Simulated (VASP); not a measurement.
Runs of VASP 6.6.1 on HgTe. The structure is that of space group I-4m2 (No. 119), or close to it. The cells are those of the table. 

```tsv
cell	gap on the mesh (eV)	pressure (GPa)
a = 4.491, b = 4.491, c = 4.605 Å, angles 59.2, 59.2, 61.7°, 2 atoms	0.11	2.5
a = 4.606, b = 4.606, c = 4.720 Å, angles 59.2, 59.2, 61.6°, 2 atoms	(b)	(a)
a = 4.550, b = 4.550, c = 4.720 Å, angles 58.8, 58.8, 62.5°, 2 atoms	0.12	0.1
a = 4.665, b = 4.665, c = 4.489 Å, angles 61.2, 61.2, 57.5°, 2 atoms	none	0.1
a = 4.550, b = 4.550, c = 4.374 Å, angles 61.3, 61.3, 57.5°, 2 atoms	none	4.0
a = 4.610, b = 4.610, c = 4.374 Å, angles 61.7, 61.7, 56.6°, 2 atoms	none	2.5
```

Alike in all rows: task single point; level PBEsol; potentials or basis VASP PAW PBE potentials, release 64 (Hg, Te); no spin polarisation; k mesh 16 × 16 × 16; cutoff (eV) 520; smearing gaussian 0.15 eV.

**Question.** Estimate the missing entries.

**Answer.** (a) -0.9; (b) 0.10.

Caveats: the PAW data sets were made with another functional, which shifts forces and pressure a little; spin-orbit coupling is left out, which moves the levels of the heavy elements; semilocal functionals underestimate gaps, and a narrow one can read as zero (at least some runs); the smearing spreads over this small gap (at least some runs); the cell stands under pressure (at least some runs).

A k mesh can miss the band edges, and the runs leave out spin-orbit coupling on Hg, Te.

A gap of «none» marks levels without a gap at the run's occupations.
